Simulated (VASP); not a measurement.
Write the native input for VASP 6.6.1 that does the following.

- Task: relaxation of cell and atoms
- Functional: PBE
- Potentials or basis: VASP PAW PBE potentials, release 64 (Cs_sv, Sn_d, I)
- Cutoff: 600 eV
- k mesh: 4 × 4 × 4
- Occupations: fermi-dirac, width 0.02 eV
- Spin: no spin polarisation
- Dipole correction: no
- Further INCAR settings: ALGO = Normal; EDIFF = 1e-07; IBRION = 2; EDIFFG = -0.005; NSW = 80; ISIF = 3

The structure of CsSnI3 lies in POSCAR:

```
CsSnI3
1.0
    6.2057000000      0.0000000000      0.0000000000
    0.0000000000      6.2057000000      0.0000000000
    0.0000000000      0.0000000000      6.2057000000
Cs Sn I
1 1 3
Direct
    0.0000000000      0.0000000000      0.0000000000
    0.5000000000      0.5000000000      0.5000000000
    0.0000000000      0.5000000000      0.5000000000
    0.5000000000      0.0000000000      0.5000000000
    0.5000000000      0.5000000000      0.0000000000
```

The input as run:

INCAR

```
SYSTEM = CsSnI3
PREC = Accurate ; ENCUT = 600
EDIFF = 1E-7 ; ISMEAR = -1
SIGMA = 0.02 ; LREAL = .FALSE.
LASPH = .TRUE. ; NELM = 80
ALGO = Normal ; ISIF = 3
LWAVE = .FALSE. ; LCHARG = .FALSE.
GGA = PE ; IBRION = 2
NSW = 80 ; EDIFFG = -0.005
```

KPOINTS

```
regular mesh
0
G
  4 4 4
  0 0 0
```

Potentials or basis: VASP PAW PBE potentials, release 64 (Cs_sv, Sn_d, I).

The run is started by

```bash
$ cat potpaw_PBE.64/Cs_sv/POTCAR potpaw_PBE.64/Sn_d/POTCAR potpaw_PBE.64/I/POTCAR > POTCAR
$ mpirun -np 1 vasp_std > vasp.out
```

It gave:

* Relaxed volume: 50.12 Å³/atom
* Relaxed cell: a = 6.305 Å, b = 6.305 Å, c = 6.305 Å, α = 90.00°, β = 90.00°, γ = 90.00°
* Space group after relaxing (to 0.1 Å): Pm-3m (No. 221)
* Energy gained by relaxing: 5.6 meV/atom
* Ionic steps: 3
* Pressure after relaxing: 0.0 GPa
* Band gap on the k mesh: 0.50 eV

Caveat: semilocal functionals underestimate gaps, and a narrow one can read as zero; spin-orbit coupling is left out, which moves the levels of the heavy elements.

Wall time 3.4 min on 1 thread of Intel(R) Xeon(R) Platinum 8375C CPU @ 2.90GHz (Ice Lake) (shared host), peak memory 0.41 GiB.
